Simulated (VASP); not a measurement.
**Be4B: single point with LDA**

The system is Be4B.

```
Be B
1.0
     3.36900    0.00000    0.00000
     0.00000    3.36900    0.00000
     0.00000    0.00000    7.05000
Be B
8 2
Cartesian
  0.0000 0.0000 0.0000
  1.6845 1.6845 0.0000
  0.0000 1.6845 3.3910
  1.6845 0.0000 3.6589
  0.0000 0.0000 2.1432
  1.6845 1.6845 2.1432
  1.6845 1.6845 4.9068
  0.0000 0.0000 4.9068
  0.0000 1.6845 1.1915
  1.6845 0.0000 5.8585
```

```json
{
  "Program": "VASP 6.6.1",
  "Task": "single point",
  "Functional": "LDA",
  "Potentials or basis": "VASP PAW LDA potentials, release 64 (Be, B)",
  "Cutoff": "520 eV",
  "k mesh": "9 × 9 × 4",
  "Occupations": "gaussian, width 0.2 eV",
  "Spin": "no spin polarisation",
  "Dipole correction": "no",
  "Further INCAR settings": "ALGO = Normal; EDIFF = 1e-07; NBANDS = 22"
}
```

```yaml
Pressure: -8.0 GPa
Largest_force: 0.127 eV/Å
Band_gap_on_the_k_mesh: zero (band 11 reaches 8.04 eV, above the bottom of band 12 at 2.75 eV)
```

Forces on the atoms (eV/Å):
```
Be   0.000  0.000  0.000
Be   0.000  0.000  0.000
Be   0.000  0.000 -0.066
Be   0.000  0.000  0.066
Be   0.000  0.000  0.010
Be   0.000  0.000  0.010
Be   0.000  0.000 -0.010
Be   0.000  0.000 -0.010
B    0.000  0.000  0.127
B    0.000  0.000 -0.127
```

Stress tensor (GPa, compression positive):
```
-7.72  0.00  0.00
 0.00 -7.72  0.00
 0.00  0.00 -8.58
```

Levels at points of the mesh, in eV from the Fermi level:
```csv
k point,band 8,band 9,band 10,band 11,band 12,band 13,band 14,band 15
"(0.00, 0.00, 0.00)",-1.85,-1.85,-0.45,-0.45,1.89,2.43,2.59,2.80
"(0.00, 0.00, 0.50)",-3.27,0.32,1.07,1.80,1.80,1.95,2.40,2.83
```

Run time: 63 s on 1 thread of Intel(R) Xeon(R) Platinum 8375C CPU @ 2.90GHz (Ice Lake), with other jobs on the host, peak memory 0.19 GiB.
